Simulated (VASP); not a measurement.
Input of a VASP 6.6.1 run:

POSCAR

```
BaTe
1.0
    0.0000000000      3.9141586662      3.9141586662
    3.9141586662      0.0000000000      3.9141586662
    3.9141586662      3.9141586662      0.0000000000
Ba Te
1 1
Direct
    0.0000000000      0.0000000000      0.0000000000
    0.2500000000      0.2500000000      0.2500000000
```

Contents of INCAR.step1:

```
ALGO     = Normal         # electronic algorithm
EDIFF    = 1E-5           # SCF threshold, eV
ENCUT    = 520            # plane-wave cutoff, eV
GGA      = PE             # functional
ISIF     = 2              # what is computed and relaxed
ISMEAR   = 0              # smearing method
LASPH    = True           # aspherical terms in the spheres
LCHARG   = False          # write CHGCAR
LREAL    = False          # projectors in reciprocal space
LWAVE    = True           # write WAVECAR
NBANDS   = 15             # bands
NELM     = 60             # most SCF steps
PREC     = Accurate       # precision mode
SIGMA    = 0.01           # smearing width, eV
```

The input INCAR.step2:

```
ALGO     = Normal         # electronic algorithm
EDIFF    = 1E-6           # SCF threshold, eV
ENCUT    = 520            # plane-wave cutoff, eV
GGA      = PE             # functional
HFSCREEN = 0.2079         # screening, 1/A
ISIF     = 2              # what is computed and relaxed
ISMEAR   = 0              # smearing method
ISTART   = 1            
LASPH    = True           # aspherical terms in the spheres
LCHARG   = False          # write CHGCAR
LHFCALC  = True           # exact exchange
LREAL    = False          # projectors in reciprocal space
LWAVE    = False          # write WAVECAR
NBANDS   = 15             # bands
NELM     = 60             # most SCF steps
PREC     = Accurate       # precision mode
PRECFOCK = Normal       
SIGMA    = 0.01           # smearing width, eV
```

Contents of KPOINTS:

```
k-points
0
Gamma
  4 4 4
```

Potentials or basis: VASP PAW PBE potentials, release 64 (Ba_sv, Te).

The run is started by

```bash
$ cat potpaw_PBE.64/Ba_sv/POTCAR potpaw_PBE.64/Te/POTCAR > POTCAR
$ cp INCAR.step1 INCAR
$ mpirun -np 1 vasp_std > vasp.out
$ cp INCAR.step2 INCAR
$ mpirun -np 1 vasp_std > vasp.out
```

(1) Estimate the pressure.

(2) What does it give for the band gap on the k mesh?

Answers

(1) 0.0 GPa.

(2) 3.29 eV (least direct gap 3.69 eV).

Caveat: the structure was generated, so it needn't be the stable form of BaTe; the PAW data sets were made with another functional, which shifts forces and pressure a little; spin-orbit coupling is left out, which moves the levels of the heavy elements.
